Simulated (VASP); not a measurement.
Here is a VASP 6.6.1 calculation.

File INCAR:

```
SYSTEM = Be16H
PREC = Accurate ; ENCUT = 520
EDIFF = 1E-7 ; ISMEAR = -1
SIGMA = 0.15 ; LREAL = Auto
LASPH = .True. ; NELM = 60
ALGO = Normal ; ISIF = 2
LWAVE = .False. ; LCHARG = .False.
GGA = PE ; NBANDS = 30
```

Contents of KPOINTS:

```
regular mesh
0
Gamma
  5 5 3
  0 0 0
```

POSCAR

```
Be16H
1.0
   -2.2900000000     -3.9663960000      0.0000000000
    3.4350000000     -1.9831980000      0.0000000000
    0.0000000000      0.0000000000      7.1768600000
Be H
16 1
Direct
    0.7500364273      0.4976959006      0.0014874193
    0.5001811169      0.3342695074      0.2504196821
    0.7499085613      0.4967928982      0.4986358937
    0.5146110127      0.3414358716      0.7534092904
    0.5020284981     -0.0025271439      0.0034166753
    0.2500128387      0.8374484427      0.2489751786
    0.5049986031     -0.0054379036      0.4947998150
    0.2499650179      0.8196290803      0.7530230491
    0.2501059530      0.5036429789      0.0053464886
   -0.0002835944      0.3340543141      0.2503599067
    0.2501763670      0.5093245649      0.4950107707
   -0.0147177187      0.3401346213      0.7534108231
   -0.0021136412     -0.0023968671      0.0037409118
    0.7499083540      0.8285927600      0.2476479965
   -0.0049052489     -0.0052308646      0.4944971756
    0.7497454034      0.8315769938      0.7495178950
    0.2508496412      0.1738878249      0.7085549948
```

Potentials or basis: VASP PAW PBE potentials, release 64 (Be, H).

Command:

```sh
$ cat potpaw_PBE.64/Be/POTCAR potpaw_PBE.64/H/POTCAR > POTCAR
$ mpirun -np 1 vasp_std > vasp.out
```

Task: Predict the band gap on the k mesh.

Result: Zero (an odd number of electrons rules out a gap without spin polarisation).

Task: Estimate the pressure.

Result: 1.3 GPa.

Task: Estimate the largest force.

Result: 0.710 eV/Å.

Forces on the atoms (eV/Å):
```
Be   0.001 -0.002  0.046
Be  -0.009 -0.005  0.043
Be  -0.005 -0.007  0.030
Be  -0.011 -0.004  0.114
Be   0.023  0.000  0.017
Be   0.001 -0.002  0.023
Be  -0.022 -0.012  0.029
Be   0.026  0.001  0.099
Be  -0.024  0.021  0.024
Be   0.009  0.000  0.047
Be   0.026 -0.003  0.056
Be  -0.005 -0.010  0.105
Be   0.002 -0.016 -0.009
Be  -0.009  0.004  0.008
Be  -0.009  0.038  0.050
Be   0.004 -0.027  0.027
H    0.001  0.024 -0.709
```
